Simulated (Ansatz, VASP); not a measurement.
Two plane-wave programs on Be

```xyz
4
Lattice="2.2577 0.0000 0.0000 -1.1288 1.9552 0.0000 0.0000 0.0000 7.1594" Properties=species:S:1:pos:R:3 pbc="T T T"
Be    0.0000    0.0000    0.0000
Be    0.0000    0.0000    3.5797
Be    0.0000    1.3035    5.3695
Be    1.1288    0.6517    1.7898
```

Alike in both runs: functional r2SCAN; k mesh 9 × 9 × 4; occupations gaussian, width 0.1 eV; no spin polarisation.

Ansatz relaxed the structure, and its values are those at the end. VASP's run is a single point on that final structure, the one shown.

```csv
,VASP,Ansatz
version,VASP 6.6.1,Ansatz 0.2.0
potentials or method,"VASP PAW PBE potentials, release 64 (Be), cutoff 520 eV","scalar-relativistic, plane waves, PAW"
valence electrons in the cell,8,8
```

```tsv
	VASP	Ansatz	Ansatz less VASP
gap on the k mesh at the Fermi level (eV)	none	none	-
pressure (GPa)	0.2	0.0	-0.18
```

VASP's potentials were made for PBE, not for r2SCAN. A gap of «none» marks a metal or a gap that the smearing closes. The functional is the same, so the differences come from potentials, cutoffs and numerics.
